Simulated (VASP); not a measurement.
# TaSb (Fm-3m) in VASP: a series of runs, part 2 of 3

VASP 6.6.1. The steps go on from the part before.

### 3 Single point, PBEsol

This run uses another cell than the first one, of 21.82 Å³/atom.

Input file INCAR:

```
SYSTEM = TaSb
PREC = Accurate ; ENCUT = 520
EDIFF = 1E-7 ; ISMEAR = -1
SIGMA = 0.15 ; LREAL = .FALSE.
LASPH = .TRUE. ; NELM = 60
ALGO = Normal ; ISIF = 2
LWAVE = .FALSE. ; LCHARG = .FALSE.
GGA = PS ; NBANDS = 15
```

Input file KPOINTS:

```
Automatic mesh
0
G
  14 14 14
  0 0 0
```

Input file POSCAR:

```
TaSb
1.0
    0.0000000000      2.7942881299      2.7942881299
    2.7942881299      0.0000000000      2.7942881299
    2.7942881299      2.7942881299      0.0000000000
Ta Sb
1 1
Direct
    0.5000000000      0.5000000000      0.5000000000
    0.0000000000      0.0000000000      0.0000000000
```

Potentials or basis: VASP PAW PBE potentials, release 64 (Ta_pv, Sb).

Run with:

```bash
> cat potpaw_PBE.64/Ta_pv/POTCAR potpaw_PBE.64/Sb/POTCAR > POTCAR
> mpirun -np 1 vasp_std > vasp.out
```

OUTCAR:

```text
SYSTEM = TaSb
   PREC = Accurate
   ENCUT = 520
   EDIFF = 1E-7
   ISMEAR = -1
   LREAL = .FALSE.
   LASPH = .TRUE.
   NELM = 60
   ISIF = 2
   GGA = PS

 ion  position               nearest neighbor table
   1  0.500  0.500  0.500-   2 2.79   2 2.79   2 2.79   2 2.79   2 2.79   2 2.79
   2  0.000  0.000  0.000-   1 2.79   1 2.79   1 2.79   1 2.79   1 2.79   1 2.79

  LATTYP: Found a face centered cubic cell.
 ALAT       =     5.5885762598

  Lattice vectors:

 A1 = (   0.0000000000,   2.7942881299,   2.7942881299)
 A2 = (   2.7942881299,   0.0000000000,   2.7942881299)
 A3 = (   2.7942881299,   2.7942881299,   0.0000000000)

Analysis of symmetry for initial positions (statically):
=====================================================================
 Subroutine PRICEL returns:
 Original cell was already a primitive cell.

 Routine SETGRP: Setting up the symmetry group for a
 face centered cubic supercell.

 Subroutine GETGRP returns: Found 48 space group operations
 (whereof 48 operations were pure point group operations)
 out of a pool of 48 trial point group operations.

The static configuration has the point symmetry O_h .

Analysis of symmetry for dynamics (positions and initial velocities):
=====================================================================
 Subroutine PRICEL returns:
 Original cell was already a primitive cell.

 Routine SETGRP: Setting up the symmetry group for a
 face centered cubic supercell.

 Subroutine GETGRP returns: Found 48 space group operations
 (whereof 48 operations were pure point group operations)
 out of a pool of 48 trial point group operations.

The dynamic configuration has the point symmetry O_h .

 Subroutine INISYM returns: Found 48 space group operations
 (whereof 48 operations are pure point group operations),
 and found     1 'primitive' translations

----------------------------------------------------------------------------------------

                                     Primitive cell

  volume of cell :      43.6359

  direct lattice vectors                    reciprocal lattice vectors
     0.000000000  2.794288130  2.794288130    -0.178936451  0.178936451  0.178936451
     2.794288130  0.000000000  2.794288130     0.178936451 -0.178936451  0.178936451
     2.794288130  2.794288130  0.000000000     0.178936451  0.178936451 -0.178936451

  length of vectors
     3.951720170  3.951720170  3.951720170     0.309927024  0.309927024  0.309927024

  position of ions in fractional coordinates (direct lattice)
     0.500000000  0.500000000  0.500000000
     0.000000000  0.000000000  0.000000000

  ion indices of the primitive-cell ions
   primitive index   ion index
                 1           1
                 2           2

----------------------------------------------------------------------------------------

 KPOINTS: Automatic mesh

Automatic generation of k-mesh.
 Grid dimensions read from file:
 generate k-points for:   14   14   14

 Generating k-lattice:

[... 23 lines left out ...]
  0.357143  0.000000  0.000000      8.000000
[... 16 lines left out ...]
  0.214286  0.142857  0.000000     24.000000
  0.285714  0.142857  0.000000     24.000000
 [... further k-points ...]
   k-points           NKPTS =    104   k-points in BZ     NKDIM =    104   number of bands    NBANDS=     15
   number of dos      NEDOS =    301   number of ions     NIONS =      2
   total plane-waves  NPLWV =  27000
   dimension x,y,z NGX =    30 NGY =   30 NGZ =   30
   dimension x,y,z NGXF=    60 NGYF=   60 NGZF=   60
   ions per type =               1   1
   NGX,Y,Z   is equivalent  to a cutoff of  12.62, 12.62, 12.62 a.u.
   NGXF,Y,Z  is equivalent  to a cutoff of  25.24, 25.24, 25.24 a.u.
 SYSTEM =  TaSb
   PREC   = accura    normal or accurate (medium, high low for compatibility)
   ISTART =      0    job   : 0-new  1-cont  2-samecut
   ICHARG =      2    charge: 1-file 2-atom 10-const
   ISPIN  =      1    spin polarized calculation?
   LNONCOLLINEAR =      F non collinear calculations
   LSORBIT =      F    spin-orbit coupling
   LASPH  =      T    aspherical Exc in radial PAW
   ENCUT  =  520.0 eV  38.22 Ry    6.18 a.u.   7.35  7.35  7.35*2*pi/ulx,y,z
   NELM   =     60;   NELMIN=  2; NELMDL= -5     # of ELM steps
   EDIFF  = 0.1E-06   stopping-criterion for ELM
   LREAL  =      F    real-space projection
   EDIFFG = 0.1E-05   stopping-criterion for IOM
   NSW    =      0    number of steps for IOM
   IBRION =     -1    ionic relax: 0-MD 1-quasi-New 2-CG
   NFREE  =      0    steps in history (QN), initial steepest desc. (CG)
   ISIF   =      2    stress and relaxation
   ISYM   =      2    0-nonsym 1-usesym 2-fastsym
   POTIM  = 0.5000    time-step for ionic-motion
   TEBEG  =    0.0;   TEEND  =   0.0 temperature during run
   PSTRESS=    0.0 pullay stress
   NELECT =      16.0000    total number of electrons
   NUPDOWN=      -1.0000    fix difference up-down
   EMIN   =  10.00;   EMAX   =-10.00  energy-range for DOS
   EFERMI =   0.00;   METHOD = LEGACY
   ISMEAR =    -1;   SIGMA  =   0.15  broadening in eV -4-tet -1-fermi 0-gaus
   EFERMI_NEDOS =   21; number of points for ismear=-14 and -15
   IALGO  =     38    algorithm
   IMIX   =      4    mixing-type and parameters
     AMIX     =   0.40;   BMIX     =  1.00
     AMIX_MAG =   1.60;   BMIX_MAG =  1.00
  volume/ion in A,a.u.               =      21.82       147.23
  Fermi-wavevector in a.u.,A,eV,Ry     =   1.171746  2.214280 18.680659  1.372990
  Thomas-Fermi vector in A             =   2.308186
   LORBIT       =      0    0 simple, 1 ext, 2 COOP (PROOUT), +10 PAW based schemes
   GGA     = PS    functional components
   LHFCALC =     F    Hartree Fock is set to
   AEXX    =    0.0000 exact exchange contribution
   IVDW    =     0    specifies the selected vdW correction
   LEPSILON=     F    determine dielectric tensor
   LRPA    =     F    only Hartree local field effects (RPA)
 non-spin polarized calculation
  energy-cutoff  :      520.00
  volume of cell :       43.64
 maximum number of plane-waves:      1211
 NGX is ok and might be reduce to    30
   NGX = 15   NGY = 15   NGZ = 15

 number of electron      15.9999999 magnetization

 Free energy of the ion-electron system (eV)
  ---------------------------------------------------
  ext. energy  EPLUGINS =         0.00000000
  ---------------------------------------------------
  free energy    TOTEN  =       -15.99670427 eV

  energy without entropy =      -15.84993327  energy(sigma->0) =      -15.92331877

 E-fermi :   8.1793     XC(G=0): -11.4066

 val. band max:        8.1450716463   @ k =   0.5000   0.1429   0.0000
 cond. band min:       8.1905937908   @ k =  -0.2857   0.4286   0.2143
 fundamental gap:      0.0455221445
 Fermi energy:         8.1793307355

 k-point     1 :       0.0000    0.0000    0.0000
  band No.  band energies     occupation
      1     -27.1256      2.00000
      2     -27.1256      2.00000
      3     -27.1256      2.00000
      4      -4.4681      2.00000
      5       6.9247      1.99953
      6       6.9247      1.99953
      7       6.9247      1.99953
      8       7.5734      1.96539
      9       7.5734      1.96539
     10       8.7155      0.05454
     11       8.7155      0.05454
     12       8.7155      0.05454
     13      13.0656      0.00000
     14      14.4590      0.00000
[... 401 lines left out ...]
      2     -27.1325      2.00000
      3     -27.1296      2.00000
      4      -3.3850      2.00000
      5       3.7498      2.00000
      6       5.1847      2.00000
      7       5.6667      2.00000
      8       7.0404      1.99899
      9       8.1034      1.24787
     10       9.0881      0.00466
     11      10.6519      0.00000
     12      11.9753      0.00000
     13      14.1895      0.00000
     14      15.6930      0.00000
     15      17.0943      0.00000

 [... further k-points ...]

------------------------ aborting loop because EDIFF is reached ----------------------------------------

  FORCE on cell =-STRESS in cart. coord.  units (eV):
  Direction    XX          YY          ZZ          XY          YZ          ZX
  --------------------------------------------------------------------------------------
  -------------------------------------------------------------------------------------
  Total        0.0742657      0.0742657      0.0742657      0.0000000      0.0000000     -0.0000000
  in kB        2.7268143      2.7268143      2.7268143      0.0000000      0.0000000     -0.0000000
  external PRESSURE =       2.7268143 kB  Pullay stress =       0.0000000 kB

 VOLUME and BASIS-vectors are now :
 -----------------------------------------------------------------------------
  energy-cutoff  :      520.00
  volume of cell :       43.64
      direct lattice vectors                 reciprocal lattice vectors
     0.000000000  2.794288130  2.794288130    -0.178936451  0.178936451  0.178936451
     2.794288130  0.000000000  2.794288130     0.178936451 -0.178936451  0.178936451
     2.794288130  2.794288130  0.000000000     0.178936451  0.178936451 -0.178936451

 POSITION                                       TOTAL-FORCE (eV/Angst)
 -----------------------------------------------------------------------------------
      2.79429      2.79429      2.79429         0.000000      0.000000      0.000000
      0.00000      0.00000      0.00000        -0.000000     -0.000000     -0.000000
 -----------------------------------------------------------------------------------
    total drift:                                0.000000     -0.000000      0.000000

  FREE ENERGIE OF THE ION-ELECTRON SYSTEM (eV)
  ---------------------------------------------------
  free  energy   TOTEN  =       -15.9967042678 eV

  energy  without entropy=      -15.8499332659  energy(sigma->0) =      -15.92331877
```

OSZICAR:

```text
N       E                     dE             d eps       ncg     rms          rms(c)
DAV:   1     0.890901177669E+02    0.89090E+02   -0.78654E+03  3128   0.951E+02
DAV:   2    -0.143313025077E+02   -0.10342E+03   -0.98884E+02  4086   0.248E+02
DAV:   3    -0.167334793132E+02   -0.24022E+01   -0.23752E+01  3848   0.361E+01
DAV:   4    -0.167545938654E+02   -0.21115E-01   -0.21108E-01  3813   0.391E+00
DAV:   5    -0.167550028787E+02   -0.40901E-03   -0.40901E-03  3904   0.529E-01    0.114E+01
DAV:   6    -0.160248924348E+02    0.73011E+00   -0.12506E+00  3477   0.914E+00    0.450E+00
DAV:   7    -0.160042060117E+02    0.20686E-01   -0.97681E-02  3715   0.223E+00    0.232E+00
DAV:   8    -0.159970916835E+02    0.71143E-02   -0.11785E-02  3225   0.623E-01    0.280E-01
DAV:   9    -0.159967128940E+02    0.37879E-03   -0.95636E-04  3666   0.205E-01    0.534E-02
DAV:  10    -0.159967063835E+02    0.65105E-05   -0.80981E-05  3841   0.733E-02    0.175E-02
DAV:  11    -0.159967053137E+02    0.10698E-05   -0.21005E-06  3743   0.124E-02    0.623E-03
DAV:  12    -0.159967042366E+02    0.10771E-05   -0.45412E-07  3862   0.588E-03    0.646E-04
DAV:  13    -0.159967042678E+02   -0.31212E-07   -0.23817E-08  2015   0.157E-03
   1 F= -.15996704E+02 E0= -.15923319E+02  d E =-.146771E+00
```

Run time: 91 s. Hardware: 1 thread of Intel Xeon 8259CL, shared host; peak memory 0.22 GiB.

Results:

```
Free energy            : -15.9967 eV
Pressure               : 0.3 GPa
Band gap on the k mesh : zero (bands 8 and 9 overlap by 1.50 eV)
```

Levels at points of the mesh, in eV from the Fermi level:
| k point | band 5 | band 6 | band 7 | band 8 | band 9 | band 10 | band 11 | band 12 |
| --- | --- | --- | --- | --- | --- | --- | --- | --- |
| (0.00, 0.00, 0.00) | -1.25 | -1.25 | -1.25 | -0.61 | -0.61 | 0.54 | 0.54 | 0.54 |
| (0.50, 0.00, 0.00) | -7.13 | -3.84 | -3.84 | 0.56 | 0.56 | 0.79 | 3.13 | 5.58 |
| (0.50, 0.50, 0.00) | -5.02 | -2.88 | -1.90 | -1.90 | 0.27 | 0.33 | 1.28 | 1.28 |

Caveat: the PAW data sets were made with another functional, which shifts forces and pressure a little; spin-orbit coupling is left out, which moves the levels of the heavy elements.

### 4 Single point, PBEsol

This run uses another cell than the first one, of 21.82 Å³/atom.

Input file INCAR:

```
PREC = Accurate ; ENCUT = 520
EDIFF = 1E-6 ; ISMEAR = -1
SIGMA = 0.15 ; LREAL = F
LASPH = T ; NELM = 80
ALGO = Normal ; ISIF = 2
LWAVE = F ; LCHARG = T
GGA = PS ; LELF = T
LVHAR = T ; NBANDS = 15
```

Input file KPOINTS:

```
Automatic mesh
0
Gamma
  14 14 14
```

POSCAR is that of step 3.

Potentials or basis: VASP PAW PBE potentials, release 64 (Ta_pv, Sb).

Run with:

```bash
> cat potpaw_PBE.64/Ta_pv/POTCAR potpaw_PBE.64/Sb/POTCAR > POTCAR
> mpirun -np 1 vasp_std > vasp.out
```

OUTCAR:

```text
PREC = Accurate
   ENCUT = 520
   EDIFF = 1E-6
   ISMEAR = -1
   LREAL = F
   LASPH = T
   NELM = 80
   ISIF = 2
   GGA = PS

 ion  position               nearest neighbor table
   1  0.500  0.500  0.500-   2 2.79   2 2.79   2 2.79   2 2.79   2 2.79   2 2.79
   2  0.000  0.000  0.000-   1 2.79   1 2.79   1 2.79   1 2.79   1 2.79   1 2.79

  LATTYP: Found a face centered cubic cell.
 ALAT       =     5.5885762598

  Lattice vectors:

 A1 = (   0.0000000000,   2.7942881299,   2.7942881299)
 A2 = (   2.7942881299,   0.0000000000,   2.7942881299)
 A3 = (   2.7942881299,   2.7942881299,   0.0000000000)

Analysis of symmetry for initial positions (statically):
=====================================================================
 Subroutine PRICEL returns:
 Original cell was already a primitive cell.

 Routine SETGRP: Setting up the symmetry group for a
 face centered cubic supercell.

 Subroutine GETGRP returns: Found 48 space group operations
 (whereof 48 operations were pure point group operations)
 out of a pool of 48 trial point group operations.

The static configuration has the point symmetry O_h .

Analysis of symmetry for dynamics (positions and initial velocities):
=====================================================================
 Subroutine PRICEL returns:
 Original cell was already a primitive cell.

 Routine SETGRP: Setting up the symmetry group for a
 face centered cubic supercell.

 Subroutine GETGRP returns: Found 48 space group operations
 (whereof 48 operations were pure point group operations)
 out of a pool of 48 trial point group operations.

The dynamic configuration has the point symmetry O_h .

 Subroutine INISYM returns: Found 48 space group operations
 (whereof 48 operations are pure point group operations),
 and found     1 'primitive' translations

----------------------------------------------------------------------------------------

                                     Primitive cell

  volume of cell :      43.6359
[... 118 lines left out ...]
   LEPSILON=     F    determine dielectric tensor
   LRPA    =     F    only Hartree local field effects (RPA)
 non-spin polarized calculation
  energy-cutoff  :      520.00
  volume of cell :       43.64
 maximum number of plane-waves:      1211
 NGX is ok and might be reduce to    30
   NGX = 15   NGY = 15   NGZ = 15

 number of electron      15.9999999 magnetization

 Free energy of the ion-electron system (eV)
  ---------------------------------------------------
  ext. energy  EPLUGINS =         0.00000000
  ---------------------------------------------------
  free energy    TOTEN  =       -15.99670427 eV

  energy without entropy =      -15.84993314  energy(sigma->0) =      -15.92331871

 E-fermi :   8.1793     XC(G=0): -11.4066

 val. band max:        8.1450674087   @ k =   0.5000   0.1429   0.0000
 cond. band min:       8.1905900131   @ k =  -0.2857   0.4286   0.2143
 fundamental gap:      0.0455226043
 Fermi energy:         8.1793262292

 k-point     1 :       0.0000    0.0000    0.0000
  band No.  band energies     occupation
      1     -27.1256      2.00000
      2     -27.1256      2.00000
      3     -27.1256      2.00000
      4      -4.4681      2.00000
      5       6.9247      1.99953
      6       6.9247      1.99953
      7       6.9247      1.99953
      8       7.5734      1.96539
      9       7.5734      1.96539
     10       8.7155      0.05454
     11       8.7155      0.05454
     12       8.7155      0.05454
     13      13.0656      0.00000
     14      14.4590      0.00000
[... 401 lines left out ...]
      2     -27.1325      2.00000
      3     -27.1296      2.00000
      4      -3.3850      2.00000
      5       3.7498      2.00000
      6       5.1847      2.00000
      7       5.6667      2.00000
      8       7.0404      1.99899
      9       8.1034      1.24788
     10       9.0881      0.00466
     11      10.6519      0.00000
     12      11.9753      0.00000
     13      14.1895      0.00000
     14      15.6930      0.00000
     15      17.0943      0.00000

 [... further k-points ...]

------------------------ aborting loop because EDIFF is reached ----------------------------------------

  FORCE on cell =-STRESS in cart. coord.  units (eV):
  Direction    XX          YY          ZZ          XY          YZ          ZX
  --------------------------------------------------------------------------------------
  -------------------------------------------------------------------------------------
  Total        0.0741422      0.0741422      0.0741422      0.0000000      0.0000000      0.0000000
  in kB        2.7222793      2.7222793      2.7222793      0.0000000      0.0000000      0.0000000
  external PRESSURE =       2.7222793 kB  Pullay stress =       0.0000000 kB

 VOLUME and BASIS-vectors are now :
 -----------------------------------------------------------------------------
  energy-cutoff  :      520.00
  volume of cell :       43.64
      direct lattice vectors                 reciprocal lattice vectors
     0.000000000  2.794288130  2.794288130    -0.178936451  0.178936451  0.178936451
     2.794288130  0.000000000  2.794288130     0.178936451 -0.178936451  0.178936451
     2.794288130  2.794288130  0.000000000     0.178936451  0.178936451 -0.178936451

 POSITION                                       TOTAL-FORCE (eV/Angst)
 -----------------------------------------------------------------------------------
      2.79429      2.79429      2.79429        -0.000000     -0.000000      0.000000
      0.00000      0.00000      0.00000         0.000000      0.000000     -0.000000
 -----------------------------------------------------------------------------------
    total drift:                                0.000000     -0.000000      0.000000

  FREE ENERGIE OF THE ION-ELECTRON SYSTEM (eV)
  ---------------------------------------------------
  free  energy   TOTEN  =       -15.9967042721 eV

  energy  without entropy=      -15.8499331423  energy(sigma->0) =      -15.92331871
```

OSZICAR:

```text
N       E                     dE             d eps       ncg     rms          rms(c)
DAV:   1     0.890901177669E+02    0.89090E+02   -0.78654E+03  3128   0.951E+02
DAV:   2    -0.143313025077E+02   -0.10342E+03   -0.98884E+02  4086   0.248E+02
DAV:   3    -0.167334793132E+02   -0.24022E+01   -0.23752E+01  3848   0.361E+01
DAV:   4    -0.167545938654E+02   -0.21115E-01   -0.21108E-01  3813   0.391E+00
DAV:   5    -0.167550028787E+02   -0.40901E-03   -0.40901E-03  3904   0.529E-01    0.114E+01
DAV:   6    -0.160248924348E+02    0.73011E+00   -0.12506E+00  3477   0.914E+00    0.450E+00
DAV:   7    -0.160042060117E+02    0.20686E-01   -0.97681E-02  3715   0.223E+00    0.232E+00
DAV:   8    -0.159970916835E+02    0.71143E-02   -0.11785E-02  3225   0.623E-01    0.280E-01
DAV:   9    -0.159967128940E+02    0.37879E-03   -0.95636E-04  3666   0.205E-01    0.534E-02
DAV:  10    -0.159967063835E+02    0.65105E-05   -0.80981E-05  3841   0.733E-02    0.175E-02
DAV:  11    -0.159967053138E+02    0.10697E-05   -0.21001E-06  3720   0.124E-02    0.622E-03
DAV:  12    -0.159967042334E+02    0.10804E-05   -0.42556E-07  1973   0.588E-03    0.780E-04
DAV:  13    -0.159967042721E+02   -0.38664E-07   -0.36586E-08  1889   0.193E-03
   1 F= -.15996704E+02 E0= -.15923319E+02  d E =-.146771E+00
```

stdout:

```text
POSCAR found type information on POSCAR TaSb
 POSCAR found :  2 types and       2 ions
 scaLAPACK will be used
 -----------------------------------------------------------------------------
|                                                                             |
|                                                                             |
|     You enforced a specific xc type in the INCAR file but a different       |
|     I HOPE YOU KNOW WHAT YOU ARE DOING!                                     |
|                                                                             |
 -----------------------------------------------------------------------------

 LDA part: xc-table for (Slater+PW92), standard interpolation
 POSCAR, INCAR and KPOINTS ok, starting setup
 FFT: planning ... GRIDC
 FFT: planning ... GRID_SOFT
 FFT: planning ... GRID
 WAVECAR not read
 entering main loop
```

Run time: 83 s. Hardware: 1 thread of Intel Xeon 8259CL, shared host; peak memory 0.22 GiB.

Results:

| Quantity | Value |
| --- | --- |
| Free energy | -15.9967 eV |
| Pressure | 0.3 GPa |
| Band gap on the k mesh | zero (bands 8 and 9 overlap by 1.50 eV) |

Caveat: the PAW data sets were made with another functional, which shifts forces and pressure a little; spin-orbit coupling is left out, which moves the levels of the heavy elements.

[end of part 2 of 3]
